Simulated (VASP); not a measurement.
Write the native input for VASP 6.6.1 that does the following.

```yaml
Task: single point
Functional: r2SCAN
Potentials_or_basis: VASP PAW PBE potentials, release 64 (Ni_sv_GW, S, Na_sv, O)
Cutoff: 970 eV
k_mesh: 5 × 5 × 3
Occupations: fermi-dirac, width 0.1 eV
Spin: no spin polarisation
Dipole_correction: no
Mended: yes
Further_INCAR_settings: ALGO = Normal; EDIFF = 1e-06; NBANDS = 56
```

NaNiS2O8:

```
CELL_PARAMETERS angstrom
4.03336 2.59503 0.00000
4.03336 -2.59503 0.00000
0.23419 0.00000 -7.17275
ATOMIC_POSITIONS crystal
Ni 0.00000 0.00000 0.00000
S 0.36190 0.36190 0.77840
S 0.63810 0.63810 0.22160
Na 0.00000 0.00000 0.50000
O 0.24010 0.24010 0.93780
O 0.75990 0.75990 0.06220
O 0.28860 0.28860 0.59790
O 0.71140 0.71140 0.40210
O 0.70280 0.23600 0.79740
O 0.76400 0.29720 0.20260
O 0.29720 0.76400 0.20260
O 0.23600 0.70280 0.79740
```

One way to write it, as run:

POSCAR

```
NaNiS2O8
1.0
    4.0333616100      2.5950312800      0.0000000000
    4.0333616100     -2.5950312800      0.0000000000
    0.2341864200      0.0000000000     -7.1727459300
Ni S Na O
1 2 1 8
Direct
    0.0000000000      0.0000000000      0.0000000000
    0.3619000000      0.3619000000      0.7784000000
    0.6381000000      0.6381000000      0.2216000000
    0.0000000000      0.0000000000      0.5000000000
    0.2401000000      0.2401000000      0.9378000000
    0.7599000000      0.7599000000      0.0622000000
    0.2886000000      0.2886000000      0.5979000000
    0.7114000000      0.7114000000      0.4021000000
    0.7028000000      0.2360000000      0.7974000000
    0.7640000000      0.2972000000      0.2026000000
    0.2972000000      0.7640000000      0.2026000000
    0.2360000000      0.7028000000      0.7974000000
```

INCAR.step1

```
PREC = Accurate ; ENCUT = 970
ISMEAR = -1 ; SIGMA = 0.1
LREAL = F ; LASPH = T
NELM = 120 ; NBANDS = 56
GGA = PE ; ALGO = Normal
EDIFF = 1E-5 ; LWAVE = T
LCHARG = F ; GGA_COMPAT = F
```

INCAR.step2

```
PREC = Accurate ; ENCUT = 970
EDIFF = 1E-6 ; ISMEAR = -1
SIGMA = 0.1 ; LREAL = F
LASPH = T ; NELM = 120
ALGO = Normal ; ISIF = 2
LWAVE = F ; LCHARG = T
METAGGA = R2SCAN ; LMIXTAU = T
LELF = T ; LVHAR = T
NBANDS = 56 ; ISTART = 1
GGA_COMPAT = F
```

KPOINTS

```
regular mesh
0
Gamma
  5 5 3
```

Potentials or basis: VASP PAW PBE potentials, release 64 (Ni_sv_GW, S, Na_sv, O).

Launch:

```sh
$ cat potpaw_PBE.64/Ni_sv_GW/POTCAR potpaw_PBE.64/S/POTCAR potpaw_PBE.64/Na_sv/POTCAR potpaw_PBE.64/O/POTCAR > POTCAR
$ cp INCAR.step1 INCAR
$ mpirun -np 1 vasp_std > vasp.out
$ cp INCAR.step2 INCAR
$ mpirun -np 1 vasp_std > vasp.out
```

Results of the run:

| Item | Value |
| --- | --- |
| Pressure | -5.1 GPa |
| Largest force | 1.035 eV/Å |
| Band gap on the k mesh | zero (an odd number of electrons rules out a gap without spin polarisation) |

Caveat: the cell stands under tension; the PAW data sets were made with another functional, which shifts forces and pressure a little; an odd number of electrons without spin polarisation forces a metal; a magnetic or distorted state may lie lower; the run has no spin polarisation, though such a crystal can be magnetic; semilocal functionals often make such compounds metallic where correlation or magnetic order opens a gap, which also shifts bond lengths.

It took 24 min on 1 thread of Intel(R) Xeon(R) 6975P-C (Granite Rapids) (shared host), peak memory 0.85 GiB.
